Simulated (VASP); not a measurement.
# AlN (Pm) in VASP: notebook

AlN is run at these levels: LDA; tasks: single point.

Everything below comes from runs of VASP 6.6.1. Logs are shortened: lines on timing, memory, paths and dates and some standing lists are left out, and cuts for length are marked.

## (1) The cell of the first run

The structure is monoclinic, space group Pm (No. 6). The conventional cell has a = 3.276 Å, b = 4.101 Å, c = 5.674 Å, α = 90.00°, β = 90.00°, γ = 90.00°. Al (site symmetry m) has 4 N at 1.64 to 2.17 Å within 2.2 Å. Within 2.5 Å of Al (site symmetry m) lie 5 N at 1.89 to 2.05 Å. Al (site symmetry m) has 5 N at 1.89 to 2.05 Å within 2.5 Å. Within 2.5 Å of Al (site symmetry m) lie 5 N at 1.89 to 2.05 Å. N (site symmetry m) has 5 Al at 1.89 to 2.17 Å within 2.5 Å. Within 2.5 Å of N (site symmetry m) lie 5 Al at 1.89 to 2.05 Å. N (site symmetry m) has 4 Al at 1.64 to 2.05 Å within 2.2 Å. N (site symmetry m) has 5 Al at 1.66 to 2.05 Å within 2.2 Å.

## (2) Single point, LDA (atom 1 (Al) moved by -0.620 Å along [1 0 0] and +0.372 Å along [1 2 0])

The input, INCAR:

```
PREC = Accurate ; ENCUT = 520
EDIFF = 1E-6 ; ISMEAR = 0
SIGMA = 0.05 ; LREAL = False
LASPH = True ; NELM = 80
ALGO = Normal ; ISIF = 2
LWAVE = False ; LCHARG = True
LELF = True ; LVHAR = True
NBANDS = 26
```

The input, KPOINTS:

```
Automatic mesh
0
Gamma
  8 6 4
```

The input, POSCAR:

```
AlN
1.0
   -1.6378403119      2.8368226349      0.0000000000
    0.0000000000      0.0000000000      4.1006264518
    4.9135209358      2.8368226349      0.0000000000
Al N
4 4
Direct
    0.6929862898      0.7500000000      0.1048130023
    1.0000000000      0.7500000000      0.6666666667
    0.0000000000      0.2500000000      0.3333333333
    0.5000000000      0.2500000000      0.8333333333
    0.5000000000      0.2500000000      0.1666666667
    1.0000000000      0.2500000000      0.6666666667
    0.0000000000      0.7500000000      0.3333333333
    0.5000000000      0.7500000000      0.8333333333
```

Potentials or basis: VASP PAW LDA potentials, release 64 (Al, N).

Started as:

```bash
> cat potpaw_LDA.64/Al/POTCAR potpaw_LDA.64/N/POTCAR > POTCAR
> mpirun -np 1 vasp_std > vasp.out
```

OUTCAR:

```text
PREC = Accurate
   ENCUT = 520
   EDIFF = 1E-6
   ISMEAR = 0
   LREAL = False
   LASPH = True
   NELM = 80
   ISIF = 2

 ion  position               nearest neighbor table
   1  0.693  0.750  0.105-   7 1.64   8 1.66   5 2.17   5 2.17   3 2.63   3 2.63   4 2.64   4 2.64
                             2 2.68   3 3.32   3 3.32   2 3.34
   2  0.000  0.750  0.667-   8 1.89   8 1.89   7 1.89   6 2.05   6 2.05   1 2.68   4 2.79   4 2.79
                             4 2.79   4 2.79   3 2.79   3 2.79   1 3.34
   3  0.000  0.250  0.333-   5 1.89   5 1.89   6 1.89   7 2.05   7 2.05   1 2.63   1 2.63   2 2.79
                             2 2.79   4 3.28   4 3.28   4 3.28   4 3.28   1 3.32   1 3.32
   4  0.500  0.250  0.833-   6 1.89   6 1.89   5 1.89   8 2.05   8 2.05   1 2.64   1 2.64   2 2.79
                             2 2.79   2 2.79   2 2.79   3 3.28   3 3.28   3 3.28   3 3.28
   5  0.500  0.250  0.167-   3 1.89   3 1.89   4 1.89   1 2.17   1 2.17
   6  0.000  0.250  0.667-   4 1.89   4 1.89   3 1.89   2 2.05   2 2.05
   7  0.000  0.750  0.333-   1 1.64   2 1.89   3 2.05   3 2.05
   8  0.500  0.750  0.833-   1 1.66   2 1.89   2 1.89   4 2.05   4 2.05

  LATTYP: Found a simple orthorhombic cell.
 ALAT       =     3.2756806238
 B/A-ratio  =     1.2518395176
 C/A-ratio  =     1.7320508076

  Lattice vectors:

 A1 = (  -1.6378403119,   2.8368226349,   0.0000000000)
 A2 = (   0.0000000000,   0.0000000000,   4.1006264518)
 A3 = (   4.9135209358,   2.8368226349,   0.0000000000)

Analysis of symmetry for initial positions (statically):
=====================================================================
 Subroutine PRICEL returns:
 Original cell was already a primitive cell.

 Routine SETGRP: Setting up the symmetry group for a
 simple orthorhombic supercell.

 Subroutine GETGRP returns: Found  2 space group operations
 (whereof  1 operations were pure point group operations)
 out of a pool of  8 trial point group operations.

The static configuration has the point symmetry C_1 .
 The point group associated with its full space group is C_1h.

Analysis of symmetry for dynamics (positions and initial velocities):
=====================================================================
 Subroutine PRICEL returns:
 Original cell was already a primitive cell.

 Routine SETGRP: Setting up the symmetry group for a
 simple orthorhombic supercell.

 Subroutine GETGRP returns: Found  2 space group operations
 (whereof  1 operations were pure point group operations)
 out of a pool of  8 trial point group operations.

The dynamic configuration has the point symmetry C_1 .
 The point group associated with its full space group is C_1h.

 Subroutine INISYM returns: Found  2 space group operations
 (whereof  1 operations are pure point group operations),
 and found     1 'primitive' translations

----------------------------------------------------------------------------------------

                                     Primitive cell

  volume of cell :      76.2103

  direct lattice vectors                    reciprocal lattice vectors
    -1.637840312  2.836822635  0.000000000    -0.152640033  0.264380293  0.000000000
     0.000000000  0.000000000  4.100626452     0.000000000  0.000000000  0.243865178
     4.913520936  2.836822635  0.000000000     0.152640033  0.088126764  0.000000000

  length of vectors
     3.275680624  4.100626452  5.673645270     0.305280067  0.243865178  0.176253529

  position of ions in fractional coordinates (direct lattice)
     0.692986290  0.750000000  0.104813002
     0.000000000  0.750000000  0.666666667
     0.000000000  0.250000000  0.333333333
     0.500000000  0.250000000  0.833333333
     0.500000000  0.250000000  0.166666667
     0.000000000  0.250000000  0.666666667
     0.000000000  0.750000000  0.333333333
     0.500000000  0.750000000  0.833333333

  ion indices of the primitive-cell ions
   primitive index   ion index
                 1           1
                 2           2
                 3           3
                 4           4
                 5           5
                 6           6
                 7           7
                 8           8

----------------------------------------------------------------------------------------

 KPOINTS: Automatic mesh

Automatic generation of k-mesh.
 Grid dimensions read from file:
 generate k-points for:    8    6    4

 Generating k-lattice:

  Cartesian coordinates                     Fractional coordinates (reciprocal lattice)
    -0.019080004  0.033047537  0.000000000     0.125000000  0.000000000  0.000000000
     0.000000000  0.000000000  0.040644196     0.000000000  0.166666667  0.000000000
     0.038160008  0.022031691  0.000000000     0.000000000  0.000000000  0.250000000

  Length of vectors
     0.038160008  0.040644196  0.044063382

  Shift w.r.t. Gamma in fractional coordinates (k-lattice)
     0.000000000  0.000000000  0.000000000

 Subroutine IBZKPT returns following result:
 ===========================================

 Found     72 irreducible k-points:

 Following reciprocal coordinates:
            Coordinates               Weight
  0.000000  0.000000  0.000000      1.000000
  0.125000  0.000000  0.000000      2.000000
  0.250000  0.000000  0.000000      2.000000
  0.375000  0.000000  0.000000      2.000000
  0.500000  0.000000  0.000000      1.000000
  0.000000  0.166667  0.000000      2.000000
[... 16 lines left out ...]
  0.125000  0.000000 -0.250000      2.000000
  0.250000  0.000000  0.250000      2.000000
 [... further k-points ...]
   k-points           NKPTS =     72   k-points in BZ     NKDIM =     72   number of bands    NBANDS=     26
   number of dos      NEDOS =    301   number of ions     NIONS =      8
   total plane-waves  NPLWV =  30240
   dimension x,y,z NGX =    24 NGY =   30 NGZ =   42
   dimension x,y,z NGXF=    48 NGYF=   60 NGZF=   84
   ions per type =               4   4
   NGX,Y,Z   is equivalent  to a cutoff of  12.18, 12.16, 12.31 a.u.
   NGXF,Y,Z  is equivalent  to a cutoff of  24.36, 24.32, 24.61 a.u.
 SYSTEM =  unknown system
   PREC   = accura    normal or accurate (medium, high low for compatibility)
   ISTART =      0    job   : 0-new  1-cont  2-samecut
   ICHARG =      2    charge: 1-file 2-atom 10-const
   ISPIN  =      1    spin polarized calculation?
   LNONCOLLINEAR =      F non collinear calculations
   LSORBIT =      F    spin-orbit coupling
   LASPH  =      T    aspherical Exc in radial PAW
   ENCUT  =  520.0 eV  38.22 Ry    6.18 a.u.   6.09  7.62 10.55*2*pi/ulx,y,z
   NELM   =     80;   NELMIN=  2; NELMDL= -5     # of ELM steps
   EDIFF  = 0.1E-05   stopping-criterion for ELM
   LREAL  =      F    real-space projection
   EDIFFG = 0.1E-04   stopping-criterion for IOM
   NSW    =      0    number of steps for IOM
   IBRION =     -1    ionic relax: 0-MD 1-quasi-New 2-CG
   NFREE  =      0    steps in history (QN), initial steepest desc. (CG)
   ISIF   =      2    stress and relaxation
   ISYM   =      2    0-nonsym 1-usesym 2-fastsym
   POTIM  = 0.5000    time-step for ionic-motion
   TEBEG  =    0.0;   TEEND  =   0.0 temperature during run
   PSTRESS=    0.0 pullay stress
   NELECT =      32.0000    total number of electrons
   NUPDOWN=      -1.0000    fix difference up-down
   EMIN   =  10.00;   EMAX   =-10.00  energy-range for DOS
   EFERMI =   0.00;   METHOD = LEGACY
   ISMEAR =     0;   SIGMA  =   0.05  broadening in eV -4-tet -1-fermi 0-gaus
   EFERMI_NEDOS =   21; number of points for ismear=-14 and -15
   IALGO  =     38    algorithm
   IMIX   =      4    mixing-type and parameters
     AMIX     =   0.40;   BMIX     =  1.00
     AMIX_MAG =   1.60;   BMIX_MAG =  1.00
  volume/ion in A,a.u.               =       9.53        64.29
  Fermi-wavevector in a.u.,A,eV,Ry     =   1.225896  2.316607 20.447110  1.502820
  Thomas-Fermi vector in A             =   2.360917
   LORBIT       =      0    0 simple, 1 ext, 2 COOP (PROOUT), +10 PAW based schemes
   GGA     = CA    functional components
   LHFCALC =     F    Hartree Fock is set to
   AEXX    =    0.0000 exact exchange contribution
   IVDW    =     0    specifies the selected vdW correction
   LEPSILON=     F    determine dielectric tensor
   LRPA    =     F    only Hartree local field effects (RPA)
 non-spin polarized calculation
 Gauss-broadening in eV      SIGMA  =   0.05
  energy-cutoff  :      520.00
  volume of cell :       76.21
 maximum number of plane-waves:      2088
   NGX = 13   NGY = 15   NGZ = 21

 number of electron      32.0000003 magnetization

 Free energy of the ion-electron system (eV)
  ---------------------------------------------------
  ext. energy  EPLUGINS =         0.00000000
  ---------------------------------------------------
  free energy    TOTEN  =       -62.03218930 eV

  energy without entropy =      -62.03218930  energy(sigma->0) =      -62.03218930

 E-fermi :   8.5549     XC(G=0): -11.6748

 val. band max:        8.2786478473   @ k =   0.0000   0.0000   0.0000
 cond. band min:      10.2437243144   @ k =   0.0000   0.0000   0.0000
 fundamental gap:      1.9650764671
 Fermi energy:         8.5549272622

 k-point     1 :       0.0000    0.0000    0.0000
  band No.  band energies     occupation
      1      -9.1517      2.00000
      2      -6.6231      2.00000
      3      -5.9905      2.00000
      4      -4.5110      2.00000
      5       0.7725      2.00000
      6       1.3362      2.00000
[... 18 lines left out ...]
     25      17.3324      0.00000
     26      18.8139      0.00000

 k-point     2 :       0.1250    0.0000    0.0000
  band No.  band energies     occupation
      1      -9.0160      2.00000
      2      -6.5194      2.00000
      3      -6.0110      2.00000
      4      -4.5192      2.00000
      5       0.9182      2.00000
      6       1.2196      2.00000
[... 18 lines left out ...]
     25      18.0661      0.00000
[... 608 lines left out ...]
     25      17.5087      0.00000
     26      18.1387      0.00000

 k-point    24 :       0.2500    0.0000    0.2500
  band No.  band energies     occupation
      1      -8.5162      2.00000
      2      -6.8182      2.00000
      3      -5.7016      2.00000
      4      -4.5432      2.00000
      5       1.1381      2.00000
      6       1.4700      2.00000
[... 18 lines left out ...]
     25      17.6490      0.00000
     26      18.3418      0.00000

 [... further k-points ...]
[... 5 lines left out ...]
  --------------------------------------------------------------------------------------
  -------------------------------------------------------------------------------------
  Total        4.0727409     11.0238906      0.9222610      7.2745656      0.0000000      0.0000000
  in kB       85.6216178    231.7562934     19.3887799    152.9338806      0.0000000      0.0000000
  external PRESSURE =     112.2555637 kB  Pullay stress =       0.0000000 kB

 VOLUME and BASIS-vectors are now :
 -----------------------------------------------------------------------------
  energy-cutoff  :      520.00
  volume of cell :       76.21
      direct lattice vectors                 reciprocal lattice vectors
    -1.637840312  2.836822635  0.000000000    -0.152640033  0.264380293  0.000000000
     0.000000000  0.000000000  4.100626452     0.000000000  0.000000000  0.243865178
     4.913520936  2.836822635  0.000000000     0.152640033  0.088126764  0.000000000

 POSITION                                       TOTAL-FORCE (eV/Angst)
 -----------------------------------------------------------------------------------
     -0.62000      2.26322      3.07547         5.559985     -1.944355      0.000000
      3.27568      1.89122      3.07547        -2.544912     -1.000622      0.000000
      1.63784      0.94561      1.02516        -0.324189      0.652934      0.000000
      3.27568      3.78243      1.02516         0.282481     -0.536683      0.000000
      0.00000      1.89122      1.02516        -2.210903      0.481318      0.000000
      3.27568      1.89122      1.02516         0.639821      0.426804      0.000000
      1.63784      0.94561      3.07547         1.608029      4.517930      0.000000
      3.27568      3.78243      3.07547        -3.010312     -2.597326      0.000000
 -----------------------------------------------------------------------------------
    total drift:                               -0.000096      0.000426     -0.000000

  FREE ENERGIE OF THE ION-ELECTRON SYSTEM (eV)
  ---------------------------------------------------
  free  energy   TOTEN  =       -62.0321893045 eV

  energy  without entropy=      -62.0321893045  energy(sigma->0) =      -62.03218930
```

It took 74 s on 1 thread of Intel Xeon 6975P-C (Granite Rapids), shared host; peak memory 0.21 GiB.

Results:

```yaml
Free_energy: -62.0322 eV
Pressure: 11.2 GPa
Largest_force: 5.890 eV/Å
Band_gap_on_the_k_mesh: 1.97 eV, direct
```

Forces in eV/Å, atoms in the order of the input:
```
Al   5.560 -1.944  0.000
Al  -2.545 -1.001  0.000
Al  -0.324  0.653  0.000
Al   0.282 -0.537  0.000
N   -2.211  0.481  0.000
N    0.640  0.427  0.000
N    1.608  4.518  0.000
N   -3.010 -2.597  0.000
```

Stress tensor (GPa, compression positive):
```
 8.56 15.29  0.00
15.29 23.18  0.00
 0.00  0.00  1.94
```

Caveat: the cell differs from its parent crystal (atom 1 (Al) moved by -0.620 Å along [1 0 0] and +0.372 Å along [1 2 0]); forces of over 1 eV/Å act on the atoms, so gaps and moduli don't describe the material at rest.

## (3) Single point, LDA (atom 1 (Al) moved by +0.372 Å along [1 0 0] and +0.620 Å along [1 2 0])

The input, INCAR:

```
SYSTEM = AlN
PREC = Accurate ; ENCUT = 520
EDIFF = 1E-7 ; ISMEAR = 0
SIGMA = 0.05 ; LREAL = .FALSE.
LASPH = .TRUE. ; NELM = 80
ALGO = Normal ; ISIF = 2
LWAVE = .FALSE. ; LCHARG = .TRUE.
LELF = .TRUE. ; LVHAR = .TRUE.
NBANDS = 26
```

The input, KPOINTS:

```
Automatic mesh
0
G
  8 6 4
  0 0 0
```

Changes to POSCAR since step 2:

```diff
@@ -8,3 +8,3 @@
 Direct
-    0.6929862898      0.7500000000      0.1048130023
+    0.6071336893      0.7500000000      0.2780873531
     1.0000000000      0.7500000000      0.6666666667
```

Potentials or basis: VASP PAW LDA potentials, release 64 (Al, N).

Started as:

```bash
> cat potpaw_LDA.64/Al/POTCAR potpaw_LDA.64/N/POTCAR > POTCAR
> mpirun -np 1 vasp_std > vasp.out
```

OUTCAR:

```text
SYSTEM = AlN
   PREC = Accurate
   ENCUT = 520
   EDIFF = 1E-7
   ISMEAR = 0
   LREAL = .FALSE.
   LASPH = .TRUE.
   NELM = 80
   ISIF = 2

 ion  position               nearest neighbor table
   1  0.607  0.750  0.278-   7 1.32   7 2.01   5 2.17   5 2.17   3 2.44   3 2.44   8 2.55   2 2.55
                             3 2.87   3 2.87   2 2.97   4 3.27   4 3.27
   2  0.000  0.750  0.667-   8 1.89   8 1.89   7 1.89   6 2.05   6 2.05   1 2.55   4 2.79   4 2.79
                             4 2.79   4 2.79   3 2.79   3 2.79   1 2.97
   3  0.000  0.250  0.333-   5 1.89   5 1.89   6 1.89   7 2.05   7 2.05   1 2.44   1 2.44   2 2.79
                             2 2.79   1 2.87   1 2.87   4 3.28   4 3.28   4 3.28   4 3.28
   4  0.500  0.250  0.833-   6 1.89   6 1.89   5 1.89   8 2.05   8 2.05   2 2.79   2 2.79   2 2.79
[... 918 lines left out ...]
  external PRESSURE =     295.2659395 kB  Pullay stress =       0.0000000 kB

 VOLUME and BASIS-vectors are now :
 -----------------------------------------------------------------------------
  energy-cutoff  :      520.00
  volume of cell :       76.21
      direct lattice vectors                 reciprocal lattice vectors
    -1.637840312  2.836822635  0.000000000    -0.152640033  0.264380293  0.000000000
     0.000000000  0.000000000  4.100626452     0.000000000  0.000000000  0.243865178
     4.913520936  2.836822635  0.000000000     0.152640033  0.088126764  0.000000000

 POSITION                                       TOTAL-FORCE (eV/Angst)
 -----------------------------------------------------------------------------------
      0.37200      2.51122      3.07547         6.435770    -35.494374      0.000000
      3.27568      1.89122      3.07547         2.273145      1.916503      0.000000
      1.63784      0.94561      1.02516        -1.151875      0.990806      0.000000
      3.27568      3.78243      1.02516         0.678717      0.349917      0.000000
      0.00000      1.89122      1.02516         1.833647      1.874716      0.000000
      3.27568      1.89122      1.02516        -1.008717     -0.595129      0.000000
      1.63784      0.94561      3.07547        -8.109568     31.264339      0.000000
      3.27568      3.78243      3.07547        -0.951120     -0.306778      0.000000
 -----------------------------------------------------------------------------------
    total drift:                                0.000118     -0.000382     -0.000000

  FREE ENERGIE OF THE ION-ELECTRON SYSTEM (eV)
  ---------------------------------------------------
  free  energy   TOTEN  =       -57.1534371658 eV

  energy  without entropy=      -57.1534371658  energy(sigma->0) =      -57.15343717
```

OSZICAR:

```text
N       E                     dE             d eps       ncg     rms          rms(c)
DAV:   1     0.114300884183E+03    0.11430E+03   -0.15093E+04  3752   0.112E+03
DAV:   2    -0.599788487841E+02   -0.17428E+03   -0.16284E+03  4966   0.226E+02
DAV:   3    -0.689289725510E+02   -0.89501E+01   -0.88924E+01  5096   0.529E+01
DAV:   4    -0.690042833341E+02   -0.75311E-01   -0.75255E-01  4550   0.547E+00
DAV:   5    -0.690052548190E+02   -0.97148E-03   -0.97118E-03  5022   0.610E-01    0.190E+01
DAV:   6    -0.575497097997E+02    0.11456E+02   -0.32814E+01  4540   0.320E+01    0.730E+00
DAV:   7    -0.573043973352E+02    0.24531E+00   -0.18834E+00  4870   0.751E+00    0.397E+00
DAV:   8    -0.571780787654E+02    0.12632E+00   -0.11785E-01  4692   0.248E+00    0.153E+00
DAV:   9    -0.571539319308E+02    0.24147E-01   -0.32981E-02  4820   0.123E+00    0.353E-01
DAV:  10    -0.571536100306E+02    0.32190E-03   -0.56665E-03  4548   0.482E-01    0.251E-01
DAV:  11    -0.571534364262E+02    0.17360E-03   -0.69156E-04  4840   0.206E-01    0.107E-01
DAV:  12    -0.571534429249E+02   -0.64987E-05   -0.23297E-04  4632   0.924E-02    0.319E-02
DAV:  13    -0.571534377613E+02    0.51636E-05   -0.20303E-05  4956   0.354E-02    0.145E-02
DAV:  14    -0.571534371978E+02    0.56350E-06   -0.54523E-06  4606   0.151E-02    0.617E-03
DAV:  15    -0.571534371727E+02    0.25110E-07   -0.10861E-06  4660   0.625E-03    0.140E-03
DAV:  16    -0.571534371658E+02    0.68819E-08   -0.70211E-08  2332   0.167E-03
   1 F= -.57153437E+02 E0= -.57153437E+02  d E =-.155315E-17
```

It took 70 s on 1 thread of Intel Xeon 6975P-C (Granite Rapids), shared host; peak memory 0.22 GiB.

What came out:

```
Free energy            : -57.1534 eV
Pressure               : 29.5 GPa
Largest force          : 36.073 eV/Å
Band gap on the k mesh : 2.40 eV, direct
```

Forces in eV/Å, atoms in the order of the input:
```
Al    6.436 -35.494   0.000
Al    2.273   1.917   0.000
Al   -1.152   0.991   0.000
Al    0.679   0.350   0.000
N     1.834   1.875   0.000
N    -1.009  -0.595   0.000
N    -8.110  31.264   0.000
N    -0.951  -0.307   0.000
```

Caveat: the cell differs from its parent crystal (atom 1 (Al) moved by +0.372 Å along [1 0 0] and +0.620 Å along [1 2 0]); forces of over 1 eV/Å act on the atoms, so gaps and moduli don't describe the material at rest. A k mesh can miss the band edges.

(Part 1 of 2 ends here.)
